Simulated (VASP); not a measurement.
# ZnSe (F-43m) in VASP: settings compared

The runs below take ZnSe through single point, with PBEsol, PBE, PBE+D3(BJ).

All numbers are computed with VASP 6.6.1; they aren't measurements. Logs are shortened: lines on timing, memory, paths and dates and some standing lists are left out, and cuts for length are marked.

## 1. The cell of the first run

Symmetry: F-43m, No. 216, cubic system. The conventional cell has a = 5.665 Å, b = 5.665 Å, c = 5.665 Å, α = 90.00°, β = 90.00°, γ = 90.00°. Within 3.2 Å of Zn (site symmetry -43m) lie 4 Se at 2.45 Å. Se (site symmetry -43m) has 4 Zn at 2.45 Å within 3.2 Å.

## 2. Single point, PBEsol

INCAR reads:

```
ALGO     = Normal         # electronic algorithm
EDIFF    = 1E-6           # SCF threshold, eV
ENCUT    = 500            # plane-wave cutoff, eV
GGA      = PS             # functional
GGA_COMPAT= False        
ISIF     = 2              # what is computed and relaxed
ISMEAR   = 0              # smearing method
LASPH    = True           # aspherical terms in the spheres
LCHARG   = False          # write CHGCAR
LREAL    = False          # projectors in reciprocal space
LWAVE    = False          # write WAVECAR
NBANDS   = 16             # bands
NELM     = 120            # most SCF steps
PREC     = Accurate       # precision mode
SIGMA    = 0.1            # smearing width, eV
```

KPOINTS reads:

```
k-points
0
Gamma
  2 2 2
```

POSCAR reads:

```
ZnSe
1.0
    0.0000000000      2.8324425407      2.8324425407
    2.8324425407      0.0000000000      2.8324425407
    2.8324425407      2.8324425407      0.0000000000
Zn Se
1 1
Direct
    0.0000000000      0.0000000000      0.0000000000
    0.7500000000      0.7500000000      0.7500000000
```

Potentials or basis: VASP PAW PBE potentials, release 64 (Zn, Se).

Run with:

```bash
$ cat potpaw_PBE.64/Zn/POTCAR potpaw_PBE.64/Se/POTCAR > POTCAR
$ mpirun -np 1 vasp_std > vasp.out
```

OUTCAR:

```text
EDIFF = 1E-6
   ENCUT = 500
   GGA = PS
   ISIF = 2
   ISMEAR = 0
   LASPH = True
   LREAL = False
   NELM = 120
   PREC = Accurate

 ion  position               nearest neighbor table
   1  0.000  0.000  0.000-   2 2.45   2 2.45   2 2.45   2 2.45
   2  0.750  0.750  0.750-   1 2.45   1 2.45   1 2.45   1 2.45

  LATTYP: Found a face centered cubic cell.
 ALAT       =     5.6648850814

  Lattice vectors:

 A1 = (   0.0000000000,   2.8324425407,   2.8324425407)
 A2 = (   2.8324425407,   0.0000000000,   2.8324425407)
 A3 = (   2.8324425407,   2.8324425407,   0.0000000000)

Analysis of symmetry for initial positions (statically):
=====================================================================
 Subroutine PRICEL returns:
 Original cell was already a primitive cell.

 Routine SETGRP: Setting up the symmetry group for a
 face centered cubic supercell.

 Subroutine GETGRP returns: Found 24 space group operations
 (whereof 24 operations were pure point group operations)
 out of a pool of 48 trial point group operations.

The static configuration has the point symmetry T_d .

Analysis of symmetry for dynamics (positions and initial velocities):
=====================================================================
 Subroutine PRICEL returns:
 Original cell was already a primitive cell.

 Routine SETGRP: Setting up the symmetry group for a
 face centered cubic supercell.

 Subroutine GETGRP returns: Found 24 space group operations
 (whereof 24 operations were pure point group operations)
 out of a pool of 48 trial point group operations.

The dynamic configuration has the point symmetry T_d .

 Subroutine INISYM returns: Found 24 space group operations
 (whereof 24 operations are pure point group operations),
 and found     1 'primitive' translations

----------------------------------------------------------------------------------------

                                     Primitive cell

  volume of cell :      45.4478

  direct lattice vectors                    reciprocal lattice vectors
     0.000000000  2.832442541  2.832442541    -0.176526088  0.176526088  0.176526088
     2.832442541  0.000000000  2.832442541     0.176526088 -0.176526088  0.176526088
     2.832442541  2.832442541  0.000000000     0.176526088  0.176526088 -0.176526088

  length of vectors
     4.005678656  4.005678656  4.005678656     0.305752153  0.305752153  0.305752153

  position of ions in fractional coordinates (direct lattice)
     0.000000000  0.000000000  0.000000000
     0.750000000  0.750000000  0.750000000

  ion indices of the primitive-cell ions
   primitive index   ion index
                 1           1
                 2           2

----------------------------------------------------------------------------------------

 KPOINTS: k-points

Automatic generation of k-mesh.
 Grid dimensions read from file:
 generate k-points for:    2    2    2

 Generating k-lattice:

  Cartesian coordinates                     Fractional coordinates (reciprocal lattice)
    -0.088263044  0.088263044  0.088263044     0.500000000  0.000000000  0.000000000
     0.088263044 -0.088263044  0.088263044     0.000000000  0.500000000  0.000000000
     0.088263044  0.088263044 -0.088263044     0.000000000  0.000000000  0.500000000

  Length of vectors
     0.152876076  0.152876076  0.152876076

  Shift w.r.t. Gamma in fractional coordinates (k-lattice)
     0.000000000  0.000000000  0.000000000

 Subroutine IBZKPT returns following result:
 ===========================================

 Found      3 irreducible k-points:

 Following reciprocal coordinates:
            Coordinates               Weight
  0.000000  0.000000  0.000000      1.000000
  0.500000  0.000000  0.000000      4.000000
  0.500000  0.500000  0.000000      3.000000
   k-points           NKPTS =      3   k-points in BZ     NKDIM =      3   number of bands    NBANDS=     16
   number of dos      NEDOS =    301   number of ions     NIONS =      2
   total plane-waves  NPLWV =  27000
   dimension x,y,z NGX =    30 NGY =   30 NGZ =   30
   dimension x,y,z NGXF=    60 NGYF=   60 NGZF=   60
   ions per type =               1   1
   NGX,Y,Z   is equivalent  to a cutoff of  12.45, 12.45, 12.45 a.u.
   NGXF,Y,Z  is equivalent  to a cutoff of  24.90, 24.90, 24.90 a.u.
 SYSTEM =  unknown system
   PREC   = accura    normal or accurate (medium, high low for compatibility)
   ISTART =      0    job   : 0-new  1-cont  2-samecut
   ICHARG =      2    charge: 1-file 2-atom 10-const
   ISPIN  =      1    spin polarized calculation?
   LNONCOLLINEAR =      F non collinear calculations
   LSORBIT =      F    spin-orbit coupling
   LASPH  =      T    aspherical Exc in radial PAW
   ENCUT  =  500.0 eV  36.75 Ry    6.06 a.u.   7.30  7.30  7.30*2*pi/ulx,y,z
   NELM   =    120;   NELMIN=  2; NELMDL= -5     # of ELM steps
   EDIFF  = 0.1E-05   stopping-criterion for ELM
   LREAL  =      F    real-space projection
   EDIFFG = 0.1E-04   stopping-criterion for IOM
   NSW    =      0    number of steps for IOM
   IBRION =     -1    ionic relax: 0-MD 1-quasi-New 2-CG
   NFREE  =      0    steps in history (QN), initial steepest desc. (CG)
   ISIF   =      2    stress and relaxation
   ISYM   =      2    0-nonsym 1-usesym 2-fastsym
   POTIM  = 0.5000    time-step for ionic-motion
   TEBEG  =    0.0;   TEEND  =   0.0 temperature during run
   PSTRESS=    0.0 pullay stress
   NELECT =      18.0000    total number of electrons
   NUPDOWN=      -1.0000    fix difference up-down
   EMIN   =  10.00;   EMAX   =-10.00  energy-range for DOS
   EFERMI =   0.00;   METHOD = LEGACY
   ISMEAR =     0;   SIGMA  =   0.10  broadening in eV -4-tet -1-fermi 0-gaus
   EFERMI_NEDOS =   21; number of points for ismear=-14 and -15
   IALGO  =     38    algorithm
   IMIX   =      4    mixing-type and parameters
     AMIX     =   0.40;   BMIX     =  1.00
     AMIX_MAG =   1.60;   BMIX_MAG =  1.00
  volume/ion in A,a.u.               =      22.72       153.35
  Fermi-wavevector in a.u.,A,eV,Ry     =   1.202249  2.271922 19.665909  1.445404
  Thomas-Fermi vector in A             =   2.338036
   LORBIT       =      0    0 simple, 1 ext, 2 COOP (PROOUT), +10 PAW based schemes
   GGA     = PS    functional components
   LHFCALC =     F    Hartree Fock is set to
   AEXX    =    0.0000 exact exchange contribution
   IVDW    =     0    specifies the selected vdW correction
   LEPSILON=     F    determine dielectric tensor
   LRPA    =     F    only Hartree local field effects (RPA)
 non-spin polarized calculation
 Gauss-broadening in eV      SIGMA  =   0.10
  energy-cutoff  :      500.00
  volume of cell :       45.45
 maximum number of plane-waves:      1162
 NGX is ok and might be reduce to    30
   NGX = 15   NGY = 15   NGZ = 15

 number of electron      18.0000011 magnetization

 Free energy of the ion-electron system (eV)
  ---------------------------------------------------
  ext. energy  EPLUGINS =         0.00000000
  ---------------------------------------------------
  free energy    TOTEN  =        -5.24811160 eV

  energy without entropy =       -5.24811160  energy(sigma->0) =       -5.24811160

 E-fermi :   2.3625     XC(G=0):  -9.3696

 val. band max:        1.8461887052   @ k =   0.0000   0.0000   0.0000
 cond. band min:       2.8795651461   @ k =   0.0000   0.0000   0.0000
 fundamental gap:      1.0333764409
 Fermi energy:         2.3625034969

 k-point     1 :       0.0000    0.0000    0.0000
  band No.  band energies     occupation
      1     -11.3970      2.00000
      2      -5.1003      2.00000
      3      -5.1003      2.00000
      4      -5.1003      2.00000
      5      -4.7668      2.00000
      6      -4.7668      2.00000
[... 8 lines left out ...]
     15      13.0799      0.00000
     16      13.0799      0.00000

 k-point     2 :       0.5000    0.0000    0.0000
  band No.  band energies     occupation
      1     -10.5549      2.00000
      2      -5.0191      2.00000
      3      -5.0191      2.00000
      4      -4.7471      2.00000
      5      -4.7471      2.00000
      6      -4.5905      2.00000
[... 8 lines left out ...]
     15      14.7262      0.00000
     16      14.7262      0.00000

 k-point     3 :       0.5000    0.5000    0.0000
  band No.  band energies     occupation
      1     -10.2676      2.00000
      2      -5.0643      2.00000
      3      -4.8611      2.00000
      4      -4.8611      2.00000
      5      -4.7192      2.00000
      6      -4.5648      2.00000
[... 8 lines left out ...]
     15      15.6383      0.00000
     16      16.1157      0.00000

------------------------ aborting loop because EDIFF is reached ----------------------------------------

  FORCE on cell =-STRESS in cart. coord.  units (eV):
  Direction    XX          YY          ZZ          XY          YZ          ZX
  --------------------------------------------------------------------------------------
  -------------------------------------------------------------------------------------
  Total        1.4711321      1.4711321      1.4711321      0.0000000      0.0000000     -0.0000000
  in kB       51.8619605     51.8619605     51.8619605      0.0000000      0.0000000     -0.0000000
  external PRESSURE =      51.8619605 kB  Pullay stress =       0.0000000 kB

 VOLUME and BASIS-vectors are now :
 -----------------------------------------------------------------------------
  energy-cutoff  :      500.00
  volume of cell :       45.45
      direct lattice vectors                 reciprocal lattice vectors
     0.000000000  2.832442541  2.832442541    -0.176526088  0.176526088  0.176526088
     2.832442541  0.000000000  2.832442541     0.176526088 -0.176526088  0.176526088
     2.832442541  2.832442541  0.000000000     0.176526088  0.176526088 -0.176526088

 POSITION                                       TOTAL-FORCE (eV/Angst)
 -----------------------------------------------------------------------------------
      0.00000      0.00000      0.00000         0.000000      0.000000      0.000000
      4.24866      4.24866      4.24866        -0.000000     -0.000000     -0.000000
 -----------------------------------------------------------------------------------
    total drift:                                0.000000      0.000000      0.000000

  FREE ENERGIE OF THE ION-ELECTRON SYSTEM (eV)
  ---------------------------------------------------
  free  energy   TOTEN  =        -5.2481116026 eV

  energy  without entropy=       -5.2481116026  energy(sigma->0) =       -5.24811160
```

Run time: 3.5 s. Hardware: 1 thread of AMD EPYC 9R45 (Zen 5), shared host; peak memory 0.13 GiB.

What came out:

```
Free energy            : -5.2481 eV
Pressure               : 5.2 GPa
Band gap on the k mesh : 1.03 eV, direct
```

Caveat: the k points lie up to 0.96 Å⁻¹ apart; the PAW data sets were made with another functional, which shifts forces and pressure a little.

(Continued in part 2 of 3.)
